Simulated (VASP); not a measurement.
# Ti (I4/mmm) in VASP: single point with PBEsol

Aim: the single point of Ti with PBEsol.

Everything below comes from runs of VASP 6.6.1. Logs are shortened: lines on timing, memory, paths and dates and some standing lists are left out, and cuts for length are marked.

## Step 1: The cell of the first run

Symmetry: I4/mmm, No. 139, tetragonal system. The conventional cell has a = 3.795 Å, b = 3.795 Å, c = 8.748 Å, α = 90.00°, β = 90.00°, γ = 90.00°. Within 5.4 Å of Ti (site symmetry 4/mmm) lie 16 Ti at 3.79 to 5.37 Å.

## Step 2: Single point, PBEsol

Input file INCAR:

```
SYSTEM = Ti
PREC = Accurate
ENCUT = 520
EDIFF = 1E-6
ISMEAR = -1
SIGMA = 0.1
LREAL = .False.
LASPH = .True.
NELM = 80
ALGO = Normal
ISIF = 2
LWAVE = .False.
LCHARG = .True.
GGA = PS
LELF = .True.
LVHAR = .True.
NBANDS = 12
```

Input file KPOINTS:

```
Automatic mesh
0
Gamma
  9 9 9
  0 0 0
```

Input file POSCAR:

```
Ti
1.0
   -1.8975000000      1.8975000000      4.3740000000
    1.8975000000     -1.8975000000      4.3740000000
    1.8975000000      1.8975000000     -4.3740000000
Ti
1
Direct
    0.0000000000      0.0000000000      0.0000000000
```

Potentials or basis: VASP PAW PBE potentials, release 64 (Ti_sv).

Command:

```
cat potpaw_PBE.64/Ti_sv/POTCAR > POTCAR
mpirun -np 1 vasp_std > vasp.out
```

OUTCAR:

```text
SYSTEM = Ti
   PREC = Accurate
   ENCUT = 520
   EDIFF = 1E-6
   ISMEAR = -1
   LREAL = .False.
   LASPH = .True.
   NELM = 80
   ISIF = 2
   GGA = PS

 ion  position               nearest neighbor table
   1  0.000  0.000  0.000-

  LATTYP: Found a body centered tetragonal cell.
 ALAT       =     3.7950000000
 C/A-ratio  =     2.3051383399

  Lattice vectors:

 A1 = (  -1.8975000000,   1.8975000000,   4.3740000000)
 A2 = (   1.8975000000,  -1.8975000000,   4.3740000000)
 A3 = (   1.8975000000,   1.8975000000,  -4.3740000000)

Analysis of symmetry for initial positions (statically):
=====================================================================
 Subroutine PRICEL returns:
 Original cell was already a primitive cell.

 Routine SETGRP: Setting up the symmetry group for a
 body centered tetragonal supercell.

 Subroutine GETGRP returns: Found 16 space group operations
 (whereof 16 operations were pure point group operations)
 out of a pool of 16 trial point group operations.

The static configuration has the point symmetry D_4h.

Analysis of symmetry for dynamics (positions and initial velocities):
=====================================================================
 Subroutine PRICEL returns:
 Original cell was already a primitive cell.

 Routine SETGRP: Setting up the symmetry group for a
 body centered tetragonal supercell.

 Subroutine GETGRP returns: Found 16 space group operations
 (whereof 16 operations were pure point group operations)
 out of a pool of 16 trial point group operations.

The dynamic configuration has the point symmetry D_4h.

 Subroutine INISYM returns: Found 16 space group operations
 (whereof 16 operations are pure point group operations),
 and found     1 'primitive' translations

----------------------------------------------------------------------------------------

                                     Primitive cell

  volume of cell :      62.9945

  direct lattice vectors                    reciprocal lattice vectors
    -1.897500000  1.897500000  4.374000000     0.000000000  0.263504611  0.114311843
     1.897500000 -1.897500000  4.374000000     0.263504611  0.000000000  0.114311843
     1.897500000  1.897500000 -4.374000000     0.263504611  0.263504611  0.000000000

  length of vectors
     5.131558097  5.131558097  5.131558097     0.287231401  0.287231401  0.372651795

  position of ions in fractional coordinates (direct lattice)
     0.000000000  0.000000000  0.000000000

  ion indices of the primitive-cell ions
   primitive index   ion index
                 1           1

----------------------------------------------------------------------------------------

 KPOINTS: Automatic mesh

Automatic generation of k-mesh.
 Grid dimensions read from file:
 generate k-points for:    9    9    9

 Generating k-lattice:

  Cartesian coordinates                     Fractional coordinates (reciprocal lattice)
     0.000000000  0.029278290  0.012701316     0.111111111  0.000000000  0.000000000
     0.029278290  0.000000000  0.012701316     0.000000000  0.111111111  0.000000000
     0.029278290  0.029278290  0.000000000     0.000000000  0.000000000  0.111111111

  Length of vectors
     0.031914600  0.031914600  0.041405755

  Shift w.r.t. Gamma in fractional coordinates (k-lattice)
     0.000000000  0.000000000  0.000000000

 Subroutine IBZKPT returns following result:
 ===========================================

 Found     75 irreducible k-points:

 Following reciprocal coordinates:
            Coordinates               Weight
  0.000000  0.000000  0.000000      1.000000
  0.111111  0.000000  0.000000      8.000000
  0.222222 -0.000000  0.000000      8.000000
  0.333333 -0.000000  0.000000      8.000000
  0.444444 -0.000000  0.000000      8.000000
  0.111111  0.111111  0.000000      8.000000
[... 16 lines left out ...]
 -0.333333  0.333333  0.000000      4.000000
  0.444444  0.444444  0.000000      8.000000
 [... further k-points ...]
   k-points           NKPTS =     75   k-points in BZ     NKDIM =     75   number of bands    NBANDS=     12
   number of dos      NEDOS =    301   number of ions     NIONS =      1
   total plane-waves  NPLWV =  64000
   dimension x,y,z NGX =    40 NGY =   40 NGZ =   40
   dimension x,y,z NGXF=    80 NGYF=   80 NGZF=   80
   ions per type =               1
   NGX,Y,Z   is equivalent  to a cutoff of  12.96, 12.96, 12.96 a.u.
   NGXF,Y,Z  is equivalent  to a cutoff of  25.92, 25.92, 25.92 a.u.
 SYSTEM =  Ti
   PREC   = accura    normal or accurate (medium, high low for compatibility)
   ISTART =      0    job   : 0-new  1-cont  2-samecut
   ICHARG =      2    charge: 1-file 2-atom 10-const
   ISPIN  =      1    spin polarized calculation?
   LNONCOLLINEAR =      F non collinear calculations
   LSORBIT =      F    spin-orbit coupling
   LASPH  =      T    aspherical Exc in radial PAW
   ENCUT  =  520.0 eV  38.22 Ry    6.18 a.u.   9.54  9.54  9.54*2*pi/ulx,y,z
   NELM   =     80;   NELMIN=  2; NELMDL= -5     # of ELM steps
   EDIFF  = 0.1E-05   stopping-criterion for ELM
   LREAL  =      F    real-space projection
   EDIFFG = 0.1E-04   stopping-criterion for IOM
   NSW    =      0    number of steps for IOM
   IBRION =     -1    ionic relax: 0-MD 1-quasi-New 2-CG
   NFREE  =      0    steps in history (QN), initial steepest desc. (CG)
   ISIF   =      2    stress and relaxation
   ISYM   =      2    0-nonsym 1-usesym 2-fastsym
   POTIM  = 0.5000    time-step for ionic-motion
   TEBEG  =    0.0;   TEEND  =   0.0 temperature during run
   PSTRESS=    0.0 pullay stress
   NELECT =      12.0000    total number of electrons
   NUPDOWN=      -1.0000    fix difference up-down
   EMIN   =  10.00;   EMAX   =-10.00  energy-range for DOS
   EFERMI =   0.00;   METHOD = LEGACY
   ISMEAR =    -1;   SIGMA  =   0.10  broadening in eV -4-tet -1-fermi 0-gaus
   EFERMI_NEDOS =   21; number of points for ismear=-14 and -15
   IALGO  =     38    algorithm
   IMIX   =      4    mixing-type and parameters
     AMIX     =   0.40;   BMIX     =  1.00
     AMIX_MAG =   1.60;   BMIX_MAG =  1.00
  volume/ion in A,a.u.               =      62.99       425.11
  Fermi-wavevector in a.u.,A,eV,Ry     =   0.941964  1.780055 12.072406  0.887297
  Thomas-Fermi vector in A             =   2.069527
   LORBIT       =      0    0 simple, 1 ext, 2 COOP (PROOUT), +10 PAW based schemes
   GGA     = PS    functional components
   LHFCALC =     F    Hartree Fock is set to
   AEXX    =    0.0000 exact exchange contribution
   IVDW    =     0    specifies the selected vdW correction
   LEPSILON=     F    determine dielectric tensor
   LRPA    =     F    only Hartree local field effects (RPA)
 non-spin polarized calculation
  energy-cutoff  :      520.00
  volume of cell :       62.99
 maximum number of plane-waves:      1716
 NGX is ok and might be reduce to    40
   NGX = 19   NGY = 19   NGZ = 19

 number of electron      11.9999999 magnetization

 Free energy of the ion-electron system (eV)
  ---------------------------------------------------
  ext. energy  EPLUGINS =         0.00000000
  ---------------------------------------------------
  free energy    TOTEN  =        -3.93144869 eV

  energy without entropy =       -3.68103689  energy(sigma->0) =       -3.80624279

 E-fermi :   0.0446     XC(G=0):  -6.6283

 val. band max:        0.0417407600   @ k =   0.3333   0.2222   0.0000
 cond. band min:       0.0452726265   @ k =  -0.2222   0.2222   0.1111
 fundamental gap:      0.0035318666
 Fermi energy:         0.0445863832

 k-point     1 :       0.0000    0.0000    0.0000
  band No.  band energies     occupation
      1     -57.6684      2.00000
      2     -34.1373      2.00000
      3     -33.9369      2.00000
      4     -33.9369      2.00000
      5      -2.8951      2.00000
      6      -0.1892      1.82390
      7      -0.0501      1.44090
      8       0.5796      0.00945
      9       0.5796      0.00945
     10       0.9376      0.00026
     11       4.8388      0.00000
     12       7.2038      0.00000

 k-point     2 :       0.1111    0.0000    0.0000
  band No.  band energies     occupation
      1     -57.6683      2.00000
      2     -34.1372      2.00000
      3     -33.9392      2.00000
      4     -33.9367      2.00000
      5      -2.7346      2.00000
      6      -0.1518      1.75394
      7      -0.0119      1.27530
      8       0.5081      0.01922
      9       0.5913      0.00841
     10       0.8946      0.00041
     11       4.7165      0.00000
     12       7.4205      0.00000

 k-point     3 :       0.2222   -0.0000    0.0000
  band No.  band energies     occupation
      1     -57.6680      2.00000
      2     -34.1368      2.00000
      3     -33.9448      2.00000
      4     -33.9364      2.00000
      5      -2.2666      2.00000
      6      -0.0842      1.56770
      7       0.0976      0.74089
      8       0.3729      0.07230
      9       0.6205      0.00629
     10       0.7901      0.00116
     11       4.4461      0.00000
     12       5.4850      0.00000

 k-point     4 :       0.3333   -0.0000    0.0000
  band No.  band energies     occupation
      1     -57.6676      2.00000
      2     -34.1364      2.00000
      3     -33.9512      2.00000
      4     -33.9359      2.00000
      5      -1.5558      2.00000
      6      -0.0536      1.45502
      7       0.1352      0.57555
      8       0.4339      0.03993
      9       0.6434      0.00500
     10       0.6875      0.00322
     11       3.4501      0.00000
     12       4.3601      0.00000

 k-point     5 :       0.4444   -0.0000    0.0000
  band No.  band energies     occupation
      1     -57.6674      2.00000
      2     -34.1362      2.00000
      3     -33.9554      2.00000
      4     -33.9356      2.00000
      5      -0.8793      1.99981
      6      -0.1013      1.62287
      7       0.3364      0.10254
      8       0.5555      0.01201
      9       0.5967      0.00797
     10       0.6853      0.00330
     11       2.0477      0.00000
     12       4.1559      0.00000
[... 228 lines left out ...]
      1     -57.6666      2.00000
      2     -34.1351      2.00000
      3     -33.9542      2.00000
      4     -33.9497      2.00000
      5      -0.1851      1.81716
      6      -0.0346      1.37654
      7       0.3265      0.11261
      8       0.4774      0.02605
      9       0.6322      0.00559
     10       1.8751      0.00000
     11       2.3984      0.00000
     12       4.2256      0.00000

 k-point    22 :      -0.4444    0.3333   -0.0000
  band No.  band energies     occupation
      1     -57.6666      2.00000
      2     -34.1350      2.00000
      3     -33.9542      2.00000
      4     -33.9497      2.00000
      5      -0.3231      1.95063
      6       0.0348      1.04902
      7       0.3216      0.11793
      8       0.4415      0.03707
      9       0.5913      0.00841
     10       1.2530      0.00001
     11       3.3063      0.00000
     12       4.8823      0.00000

 k-point    23 :      -0.3333    0.3333    0.0000
  band No.  band energies     occupation
      1     -57.6668      2.00000
      2     -34.1353      2.00000
      3     -33.9502      2.00000
      4     -33.9499      2.00000
      5      -0.6993      1.99882
      6       0.1350      0.57635
      7       0.3389      0.10012
      8       0.3565      0.08466
      9       0.5519      0.01245
     10       0.6104      0.00695
     11       4.5392      0.00000
     12       5.5320      0.00000

 k-point    24 :       0.4444    0.4444    0.0000
  band No.  band energies     occupation
      1     -57.6664      2.00000
      2     -34.1347      2.00000
      3     -33.9539      2.00000
      4     -33.9538      2.00000
      5      -0.2823      1.92672
      6      -0.0133      1.28176
      7       0.3218      0.11768
      8       0.4958      0.02171
      9       1.0377      0.00010
     10       2.4295      0.00000
     11       2.6635      0.00000
     12       3.9854      0.00000

 [... further k-points ...]

------------------------ aborting loop because EDIFF is reached ----------------------------------------

  FORCE on cell =-STRESS in cart. coord.  units (eV):
  Direction    XX          YY          ZZ          XY          YZ          ZX
  --------------------------------------------------------------------------------------
  -------------------------------------------------------------------------------------
  Total       -3.9029421     -3.9029421     -2.3250512      0.0000000      0.0000000     -0.0000000
  in kB      -99.2659616    -99.2659616    -59.1344785      0.0000000      0.0000000     -0.0000000
  external PRESSURE =     -85.8888005 kB  Pullay stress =       0.0000000 kB

 VOLUME and BASIS-vectors are now :
 -----------------------------------------------------------------------------
  energy-cutoff  :      520.00
  volume of cell :       62.99
      direct lattice vectors                 reciprocal lattice vectors
    -1.897500000  1.897500000  4.374000000     0.000000000  0.263504611  0.114311843
     1.897500000 -1.897500000  4.374000000     0.263504611  0.000000000  0.114311843
     1.897500000  1.897500000 -4.374000000     0.263504611  0.263504611  0.000000000

 POSITION                                       TOTAL-FORCE (eV/Angst)
 -----------------------------------------------------------------------------------
      0.00000      0.00000      0.00000         0.000000      0.000000     -0.000000
 -----------------------------------------------------------------------------------
    total drift:                                0.000000      0.000000     -0.000000

  FREE ENERGIE OF THE ION-ELECTRON SYSTEM (eV)
  ---------------------------------------------------
  free  energy   TOTEN  =        -3.9314486876 eV

  energy  without entropy=       -3.6810368929  energy(sigma->0) =       -3.80624279
```

Run time: 75 s. Hardware: 1 thread of Intel Xeon 8259CL, shared host; peak memory 0.26 GiB.

What came out:

```yaml
Free_energy: -3.9314 eV
Pressure: -8.6 GPa
Band_gap_on_the_k_mesh: zero (bands 6 and 7 overlap by 0.26 eV)
```

Stress tensor (GPa, compression positive):
```
-9.93  0.00  0.00
 0.00 -9.93  0.00
 0.00  0.00 -5.91
```

Caveat: the cell stands under tension; the PAW data sets were made with another functional, which shifts forces and pressure a little.
